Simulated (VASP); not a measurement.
# CsH3 in VASP: notebook

The runs below take CsH3 through single point, relaxation of cell and atoms, with PBE.

All numbers are computed with VASP 6.6.1; they aren't measurements. Logs are shortened: lines on timing, memory, paths and dates and some standing lists are left out, and cuts for length are marked.

## (1) The cell of the first run

Symmetry: I4/mmm, No. 139, tetragonal system. The conventional cell has a = 4.211 Å, b = 4.211 Å, c = 8.318 Å, α = 90.00°, β = 90.00°, γ = 90.00°. Cs (site symmetry 4/mmm) has 14 H at 2.98 to 3.16 Å within 3.9 Å. Within 1.4 Å of H (site symmetry 4mm) lie 1 H at 1.04 Å. Within 1.4 Å of H (site symmetry 4/mmm) lie 2 H at 1.04 Å.

## (2) Single point, PBE

The input, INCAR:

```
  ALGO = Normal
  EDIFF = 1E-6
  ENCUT = 520
  GGA = PE
  ISIF = 2
  ISMEAR = 0
  LASPH = True
  LCHARG = False
  LREAL = False
  LWAVE = False
  NBANDS = 22
  NELM = 100
  PREC = Accurate
  SIGMA = 0.1
```

The input, KPOINTS:

```
k-points
0
Gamma
  4 4 4
```

The input, POSCAR:

```
CsH3
1.0
   -4.2114635532      0.0000000000      0.0000000000
   -2.1057317766     -2.1057317766      4.1589593351
   -2.1057317766      6.3171953298      4.1589593351
Cs H
2 6
Direct
    0.5000000000      0.7500000000      0.2500000000
    0.5000000000      0.2500000000      0.7500000000
    0.1254094976      0.3118857536      0.4372952512
    0.1254094976      0.8118857536      0.9372952512
    0.8745905024      0.1881142464      0.0627047488
    0.8745905024      0.6881142464      0.5627047488
    0.0000000000      0.5000000000      0.5000000000
    1.0000000000      1.0000000000      0.0000000000
```

Potentials or basis: VASP PAW PBE potentials, release 64 (Cs_sv, H).

Command:

```console
$ cat potpaw_PBE.64/Cs_sv/POTCAR potpaw_PBE.64/H/POTCAR > POTCAR
$ mpirun -np 1 vasp_std > vasp.out
```

OUTCAR:

```text
EDIFF = 1E-6
   ENCUT = 520
   GGA = PE
   ISIF = 2
   ISMEAR = 0
   LASPH = True
   LREAL = False
   NELM = 100
   PREC = Accurate

 ion  position               nearest neighbor table
   1  0.500  0.750  0.250-
   2  0.500  0.250  0.750-
   3  0.125  0.312  0.437-
   4  0.125  0.812  0.937-
   5  0.875  0.188  0.063-
   6  0.875  0.688  0.563-
   7  0.000  0.500  0.500-
   8  0.000  0.000  0.000-

  LATTYP: Found a base centered monoclinic cell.
 ALAT       =     9.3233146608
 B/A-ratio  =     0.4517131199
 C/A-ratio  =     0.9034262398
 COS(beta)  =    -0.4517131199

  Lattice vectors:

 A1 = (  -2.1057317766,  -2.1057317766,   4.1589593351)
 A2 = (   2.1057317766,  -2.1057317766,   4.1589593351)
 A3 = (   0.0000000000,   8.4229271064,   0.0000000000)

Analysis of symmetry for initial positions (statically):
=====================================================================
 Subroutine PRICEL returns following result:

  LATTYP: Found a body centered tetragonal cell.
 ALAT       =     4.2114635532
 C/A-ratio  =     1.9750660465

  Lattice vectors:

 A1 = (   2.1057317766,   2.1057317766,  -4.1589593351)
 A2 = (  -2.1057317766,  -2.1057317766,  -4.1589593351)
 A3 = (  -2.1057317766,   2.1057317766,   4.1589593351)

   2 primitive cells build up your supercell.

 Routine SETGRP: Setting up the symmetry group for a
 base centered monoclinic supercell.

 Subroutine GETGRP returns: Found  4 space group operations
 (whereof  4 operations were pure point group operations)
 out of a pool of  4 trial point group operations.

The static configuration has the point symmetry C_2h.

Analysis of symmetry for dynamics (positions and initial velocities):
=====================================================================
 Subroutine PRICEL returns following result:

  LATTYP: Found a body centered tetragonal cell.
 ALAT       =     4.2114635532
 C/A-ratio  =     1.9750660465

  Lattice vectors:

 A1 = (   2.1057317766,   2.1057317766,  -4.1589593351)
 A2 = (  -2.1057317766,  -2.1057317766,  -4.1589593351)
 A3 = (  -2.1057317766,   2.1057317766,   4.1589593351)

   2 primitive cells build up your supercell.

 Routine SETGRP: Setting up the symmetry group for a
 base centered monoclinic supercell.

 Subroutine GETGRP returns: Found  4 space group operations
 (whereof  4 operations were pure point group operations)
 out of a pool of  4 trial point group operations.

The dynamic configuration has the point symmetry C_2h.

 Subroutine INISYM returns: Found  4 space group operations
 (whereof  4 operations are pure point group operations),
 and found     2 'primitive' translations

----------------------------------------------------------------------------------------

                                     Primitive cell

  volume of cell :      73.7651

  direct lattice vectors                    reciprocal lattice vectors
     2.105731777  2.105731777 -4.158959335     0.000000000  0.237447146 -0.120222383
    -2.105731777 -2.105731777 -4.158959335    -0.237447146  0.000000000 -0.120222383
    -2.105731777  2.105731777  4.158959335    -0.237447146  0.237447146 -0.000000000

  length of vectors
     5.115188695  5.115188695  5.115188695     0.266147644  0.266147644  0.335800974

  position of ions in fractional coordinates (direct lattice)
     0.500000000  0.500000000  0.000000000
     0.125409498  0.125409498  1.000000000
     0.874590502  0.874590502  0.000000000
     1.000000000  0.000000000  1.000000000

  ion indices of the primitive-cell ions
   primitive index   ion index
                 1           1
                 2           4
                 3           6
                 4           7

----------------------------------------------------------------------------------------

 KPOINTS: k-points

Automatic generation of k-mesh.
 Grid dimensions read from file:
 generate k-points for:    4    4    4

 Generating k-lattice:

  Cartesian coordinates                     Fractional coordinates (reciprocal lattice)
    -0.059361786  0.000000000 -0.030055596     0.250000000  0.000000000  0.000000000
     0.000000000 -0.029680893  0.045083393     0.000000000  0.250000000  0.000000000
     0.000000000  0.029680893  0.015027798     0.000000000  0.000000000  0.250000000

  Length of vectors
     0.066536911  0.053976548  0.033268455

  Shift w.r.t. Gamma in fractional coordinates (k-lattice)
     0.000000000  0.000000000  0.000000000

 Subroutine IBZKPT returns following result:
 ===========================================

 Found     24 irreducible k-points:

 Following reciprocal coordinates:
            Coordinates               Weight
  0.000000  0.000000  0.000000      1.000000
  0.250000 -0.000000 -0.000000      4.000000
  0.500000 -0.000000 -0.000000      2.000000
  0.000000  0.250000  0.000000      2.000000
  0.250000  0.250000  0.000000      4.000000
  0.500000  0.250000 -0.000000      4.000000
[... 16 lines left out ...]
  0.000000  0.250000  0.500000      2.000000
  0.000000  0.500000  0.500000      1.000000
   k-points           NKPTS =     24   k-points in BZ     NKDIM =     24   number of bands    NBANDS=     22
   number of dos      NEDOS =    301   number of ions     NIONS =      8
   total plane-waves  NPLWV =  76800
   dimension x,y,z NGX =    32 NGY =   40 NGZ =   60
   dimension x,y,z NGXF=    64 NGYF=   80 NGZF=  120
   ions per type =               2   6
   NGX,Y,Z   is equivalent  to a cutoff of  12.63, 13.00, 12.71 a.u.
   NGXF,Y,Z  is equivalent  to a cutoff of  25.26, 26.00, 25.41 a.u.
 SYSTEM =  unknown system
   PREC   = accura    normal or accurate (medium, high low for compatibility)
   ISTART =      0    job   : 0-new  1-cont  2-samecut
   ICHARG =      2    charge: 1-file 2-atom 10-const
   ISPIN  =      1    spin polarized calculation?
   LNONCOLLINEAR =      F non collinear calculations
   LSORBIT =      F    spin-orbit coupling
   LASPH  =      T    aspherical Exc in radial PAW
   ENCUT  =  520.0 eV  38.22 Ry    6.18 a.u.   7.83  9.51 14.60*2*pi/ulx,y,z
   NELM   =    100;   NELMIN=  2; NELMDL= -5     # of ELM steps
   EDIFF  = 0.1E-05   stopping-criterion for ELM
   LREAL  =      F    real-space projection
   EDIFFG = 0.1E-04   stopping-criterion for IOM
   NSW    =      0    number of steps for IOM
   IBRION =     -1    ionic relax: 0-MD 1-quasi-New 2-CG
   NFREE  =      0    steps in history (QN), initial steepest desc. (CG)
   ISIF   =      2    stress and relaxation
   ISYM   =      2    0-nonsym 1-usesym 2-fastsym
   POTIM  = 0.5000    time-step for ionic-motion
   TEBEG  =    0.0;   TEEND  =   0.0 temperature during run
   PSTRESS=    0.0 pullay stress
   NELECT =      24.0000    total number of electrons
   NUPDOWN=      -1.0000    fix difference up-down
   EMIN   =  10.00;   EMAX   =-10.00  energy-range for DOS
   EFERMI =   0.00;   METHOD = LEGACY
   ISMEAR =     0;   SIGMA  =   0.10  broadening in eV -4-tet -1-fermi 0-gaus
   EFERMI_NEDOS =   21; number of points for ismear=-14 and -15
   IALGO  =     38    algorithm
   IMIX   =      4    mixing-type and parameters
     AMIX     =   0.40;   BMIX     =  1.00
     AMIX_MAG =   1.60;   BMIX_MAG =  1.00
  volume/ion in A,a.u.               =      18.44       124.45
  Fermi-wavevector in a.u.,A,eV,Ry     =   0.893686  1.688822 10.866630  0.798675
  Thomas-Fermi vector in A             =   2.015795
   LORBIT       =      0    0 simple, 1 ext, 2 COOP (PROOUT), +10 PAW based schemes
   GGA     = PE    functional components
   LHFCALC =     F    Hartree Fock is set to
   AEXX    =    0.0000 exact exchange contribution
   IVDW    =     0    specifies the selected vdW correction
   LEPSILON=     F    determine dielectric tensor
   LRPA    =     F    only Hartree local field effects (RPA)
 non-spin polarized calculation
 Gauss-broadening in eV      SIGMA  =   0.10
  energy-cutoff  :      520.00
  volume of cell :      147.53
 maximum number of plane-waves:      3999
   NGX = 15   NGY = 19   NGZ = 29

 number of electron      23.9999996 magnetization

 Free energy of the ion-electron system (eV)
  ---------------------------------------------------
  ext. energy  EPLUGINS =         0.00000000
  ---------------------------------------------------
  free energy    TOTEN  =       -22.18442357 eV

  energy without entropy =      -22.18442357  energy(sigma->0) =      -22.18442357

 E-fermi :   0.4567     XC(G=0):  -7.3773

 val. band max:        0.0215570975   @ k =   0.0000   0.0000   0.0000
 cond. band min:       2.3281014373   @ k =   0.0000   0.0000   0.0000
 fundamental gap:      2.3065443398
 Fermi energy:         0.4567002110

 k-point     1 :       0.0000    0.0000    0.0000
  band No.  band energies     occupation
      1     -21.4883      2.00000
      2     -21.4140      2.00000
      3      -9.2417      2.00000
      4      -8.1564      2.00000
      5      -8.0883      2.00000
      6      -7.9971      2.00000
[... 14 lines left out ...]
     21       6.3983      0.00000
     22       7.2803      0.00000

 k-point     2 :       0.2500   -0.0000   -0.0000
  band No.  band energies     occupation
      1     -21.4515      2.00000
      2     -21.3868      2.00000
      3      -8.9792      2.00000
      4      -8.7515      2.00000
      5      -8.3012      2.00000
      6      -8.1350      2.00000
[... 14 lines left out ...]
     21       6.3762      0.00000
     22       6.5817      0.00000

 k-point     3 :       0.5000   -0.0000   -0.0000
  band No.  band energies     occupation
      1     -21.4140      2.00000
      2     -21.3592      2.00000
      3      -9.2417      2.00000
      4      -8.6780      2.00000
      5      -8.5804      2.00000
      6      -8.1565      2.00000
[... 14 lines left out ...]
     21       7.2803      0.00000
     22       7.5507      0.00000
[... 476 lines left out ...]
 k-point    23 :       0.0000    0.2500    0.5000
  band No.  band energies     occupation
      1     -21.4631      2.00000
      2     -21.4276      2.00000
      3      -9.0899      2.00000
      4      -8.4576      2.00000
      5      -8.2220      2.00000
      6      -8.1216      2.00000
[... 14 lines left out ...]
     21       6.7165      0.00000
     22       6.9191      0.00000

 k-point    24 :       0.0000    0.5000    0.5000
  band No.  band energies     occupation
      1     -21.4644      2.00000
      2     -21.4140      2.00000
      3      -9.2417      2.00000
      4      -8.5352      2.00000
      5      -8.1565      2.00000
      6      -8.0492      2.00000
[... 14 lines left out ...]
     21       7.5509      0.00000
     22       8.0826      0.00000

------------------------ aborting loop because EDIFF is reached ----------------------------------------

  FORCE on cell =-STRESS in cart. coord.  units (eV):
  Direction    XX          YY          ZZ          XY          YZ          ZX
  --------------------------------------------------------------------------------------
  -------------------------------------------------------------------------------------
  Total       -0.0048195     -0.0057637     -0.0772194      0.0000000     -0.0016903      0.0000000
  in kB       -0.0523394     -0.0625939     -0.8386023      0.0000000     -0.0183569      0.0000000
  external PRESSURE =      -0.3178452 kB  Pullay stress =       0.0000000 kB

 VOLUME and BASIS-vectors are now :
 -----------------------------------------------------------------------------
  energy-cutoff  :      520.00
  volume of cell :      147.53
      direct lattice vectors                 reciprocal lattice vectors
    -4.211463553  0.000000000  0.000000000    -0.237447146  0.000000000 -0.120222383
    -2.105731777 -2.105731777  4.158959335     0.000000000 -0.118723573  0.180333574
    -2.105731777  6.317195330  4.158959335     0.000000000  0.118723573  0.060111191

 POSITION                                       TOTAL-FORCE (eV/Angst)
 -----------------------------------------------------------------------------------
     -4.21146      0.00000      4.15896         0.000000     -0.000000      0.000000
     -4.21146      4.21146      4.15896         0.000000     -0.000000      0.000000
     -2.10573      2.10573      3.11581        -0.000000     -0.000251      0.009410
     -4.21146      4.21146      7.27477        -0.000000     -0.000251      0.009410
     -4.21146      0.00000      1.04315        -0.000000      0.000251     -0.009410
     -6.31720      2.10573      5.20211        -0.000000      0.000251     -0.009410
     -2.10573      2.10573      4.15896         0.000000     -0.000000      0.000000
      0.00000      0.00000      0.00000         0.000000     -0.000000      0.000000
 -----------------------------------------------------------------------------------
    total drift:                               -0.000000     -0.000000      0.000000

  FREE ENERGIE OF THE ION-ELECTRON SYSTEM (eV)
  ---------------------------------------------------
  free  energy   TOTEN  =       -22.1844235697 eV

  energy  without entropy=      -22.1844235697  energy(sigma->0) =      -22.18442357
```

Wall time 43 s (1 thread of Intel Xeon 6975P-C (Granite Rapids), shared host); peak memory 0.28 GiB.

Results:

```
Free energy            : -22.1844 eV
Pressure               : 0.0 GPa
Largest force          : 0.009 eV/Å
Band gap on the k mesh : 2.31 eV
```

Forces in eV/Å, atoms in the order of the input:
```
Cs   0.000  0.000  0.000
Cs   0.000  0.000  0.000
H    0.000  0.000  0.009
H    0.000  0.000  0.009
H    0.000  0.000 -0.009
H    0.000  0.000 -0.009
H    0.000  0.000  0.000
H    0.000  0.000  0.000
```

Stress tensor (GPa, compression positive):
```
-0.01  0.00  0.00
 0.00 -0.01  0.00
 0.00  0.00 -0.08
```

Caveat: spin-orbit coupling is left out, which moves the levels of the heavy elements. A k mesh can miss the band edges.

## (3) Single point, PBE

This run uses another cell than the first one: it holds 4 atoms, not 8.

The input, INCAR:

```
SYSTEM = CsH3
ALGO     = Normal         ! electronic algorithm
EDIFF    = 1E-7           ! SCF threshold, eV
ENCUT    = 520            ! plane-wave cutoff, eV
GGA      = PE             ! functional
ISIF     = 2              ! what is computed and relaxed
ISMEAR   = 0              ! smearing method
LASPH    = .True.         ! aspherical terms in the spheres
LCHARG   = .True.         ! write CHGCAR
LELF     = .True.         ! ELF
LREAL    = .False.        ! projectors in reciprocal space
LVHAR    = .True.       
LWAVE    = .False.        ! write WAVECAR
NBANDS   = 14             ! bands
NELM     = 60             ! most SCF steps
PREC     = Accurate       ! precision mode
SIGMA    = 0.02           ! smearing width, eV
```

The input, KPOINTS:

```
k-points
0
Gamma
  10 10 10
  0 0 0
```

The input, POSCAR:

```
CsH3
1.0
   -2.1057317766      2.1057317766      4.1589593351
    2.1057317766     -2.1057317766      4.1589593351
    2.1057317766      2.1057317766     -4.1589593351
Cs H
1 3
Direct
    0.5000000000      0.5000000000      0.0000000000
    0.8745905024      0.8745905024      0.0000000000
    0.1254094976      0.1254094976      0.0000000000
    0.0000000000      0.0000000000      0.0000000000
```

Potentials or basis: VASP PAW PBE potentials, release 64 (Cs_sv, H).

Command:

```console
$ cat potpaw_PBE.64/Cs_sv/POTCAR potpaw_PBE.64/H/POTCAR > POTCAR
$ mpirun -np 1 vasp_std > vasp.out
```

Run time: 87 s. Hardware: 1 thread of Intel Xeon 6975P-C (Granite Rapids), shared host; peak memory 0.29 GiB.

It converged, with:

- Free energy: -11.0924 eV
- Pressure: 0.0 GPa
- Largest force: 0.009 eV/Å
- Band gap on the k mesh: 2.31 eV, direct

Forces in eV/Å, atoms in the order of the input:
```
Cs   0.000  0.000  0.000
H    0.000  0.000  0.009
H    0.000  0.000 -0.009
H    0.000  0.000  0.000
```

Stress tensor (GPa, compression positive):
```
 0.00  0.00  0.00
 0.00  0.00  0.00
 0.00  0.00 -0.08
```

Levels at points of the mesh, in eV from the valence-band top:
| k point | band 3 | band 4 | band 5 | band 6 | band 7 | band 8 | band 9 | band 10 |
| --- | --- | --- | --- | --- | --- | --- | --- | --- |
| (0.00, 0.00, 0.00) | -8.02 | -8.02 | -6.54 | 0.00 | 2.31 | 4.17 | 5.75 | 5.75 |
| (0.50, 0.00, 0.00) | -8.18 | -7.96 | -5.31 | -1.04 | 3.03 | 4.98 | 5.23 | 6.38 |
| (0.50, 0.50, 0.00) | -8.60 | -8.12 | -6.45 | -0.22 | 3.09 | 4.96 | 5.46 | 6.32 |
| (0.50, 0.50, 0.50) | -8.07 | -8.07 | -6.37 | -0.65 | 3.55 | 6.68 | 7.27 | 7.98 |

Caveat: spin-orbit coupling is left out, which moves the levels of the heavy elements. A k mesh can miss the band edges.

## (4) Single point, PBE

This run uses another cell than the first one: it holds 16 atoms, not 8.

The input, INCAR:

```
PREC     = Accurate       # precision mode
ENCUT    = 520            # plane-wave cutoff, eV
EDIFF    = 1E-7           # SCF threshold, eV
ISMEAR   = 0              # smearing method
SIGMA    = 0.1            # smearing width, eV
LREAL    = Auto         
LASPH    = True           # aspherical terms in the spheres
NELM     = 80             # most SCF steps
ALGO     = Normal         # electronic algorithm
ISIF     = 2              # what is computed and relaxed
LWAVE    = False          # write WAVECAR
LCHARG   = False          # write CHGCAR
GGA      = PE             # functional
NBANDS   = 38             # bands
```

The input, KPOINTS:

```
Automatic mesh
0
Gamma
  4 4 2
```

The input, POSCAR:

```
CsH3
1.0
    5.9501500594      0.0000000000      0.0000000000
    0.0000000000      5.9501500594      0.0000000000
    0.0000000000      0.0000000000      8.4135234799
Cs H
4 12
Direct
    0.7504586611      0.7504586611      0.0000000000
    0.2495413389      0.2495413389      0.0000000000
    0.7495413389      0.2504586611      0.5000000000
    0.2504586611      0.7495413389      0.5000000000
    0.2498061644      0.2498061644      0.3761204085
    0.7501938356      0.7501938356      0.3761204085
    0.2501938356      0.7498061644      0.8761204085
    0.7498061644      0.2501938356      0.8761204085
    0.2501938356      0.7498061644      0.1238795915
    0.7498061644      0.2501938356      0.1238795915
    0.2498061644      0.2498061644      0.6238795915
    0.7501938356      0.7501938356      0.6238795915
    0.7504233550      0.2495766450      0.0000000000
    0.2495766450      0.7504233550      0.0000000000
    0.2504233550      0.2504233550      0.5000000000
    0.7495766450      0.7495766450      0.5000000000
```

Command:

```console
$ cat potpaw_PBE.64/Cs_sv/POTCAR potpaw_PBE.64/H/POTCAR > POTCAR
$ mpirun -np 1 vasp_std > vasp.out
```

Run time: 2.5 min. Hardware: 1 thread of Intel Xeon 6975P-C (Granite Rapids), shared host; peak memory 0.39 GiB.

It converged, with:

```yaml
Free_energy: -44.3265 eV
Pressure: 0.0 GPa
Largest_force: 0.030 eV/Å
Band_gap_on_the_k_mesh: 2.26 eV
```

Forces in eV/Å, atoms in the order of the input:
```
Cs  -0.007 -0.007  0.000
Cs   0.007  0.007  0.000
Cs   0.007 -0.007  0.000
Cs  -0.007  0.007  0.000
H    0.009  0.009 -0.012
H   -0.009 -0.009 -0.012
H   -0.009  0.009 -0.012
H    0.009 -0.009 -0.012
H   -0.009  0.009  0.012
H    0.009 -0.009  0.012
H    0.009  0.009  0.012
H   -0.009 -0.009  0.012
H   -0.021  0.021  0.000
H    0.021 -0.021  0.000
H   -0.021 -0.021  0.000
H    0.021  0.021  0.000
```

Stress tensor (GPa, compression positive):
```
-0.01  0.00  0.00
 0.00 -0.01  0.00
 0.00  0.00 -0.08
```

Levels at points of the mesh, in eV from the valence-band top:
| k point | band 21 | band 22 | band 23 | band 24 | band 25 | band 26 | band 27 | band 28 |
| --- | --- | --- | --- | --- | --- | --- | --- | --- |
| (0.00, 0.00, 0.00) | -0.67 | -0.23 | -0.23 | 0.00 | 2.26 | 3.11 | 3.11 | 3.56 |
| (0.50, 0.00, 0.00) | -0.70 | -0.70 | -0.31 | -0.31 | 2.88 | 2.88 | 4.04 | 4.04 |
| (0.50, 0.50, 0.00) | -0.73 | -0.73 | -0.73 | -0.73 | 2.75 | 2.75 | 2.75 | 2.75 |
| (0.00, 0.00, 0.50) | -0.70 | -0.70 | -0.48 | -0.48 | 3.81 | 3.81 | 3.87 | 3.87 |
| (0.50, 0.00, 0.50) | -0.80 | -0.80 | -0.80 | -0.80 | 4.30 | 4.30 | 4.32 | 4.32 |
| (0.50, 0.50, 0.50) | -1.02 | -1.02 | -1.02 | -1.02 | 3.02 | 3.02 | 3.02 | 3.02 |

Caveat: spin-orbit coupling is left out, which moves the levels of the heavy elements.

[end of part 1 of 2]
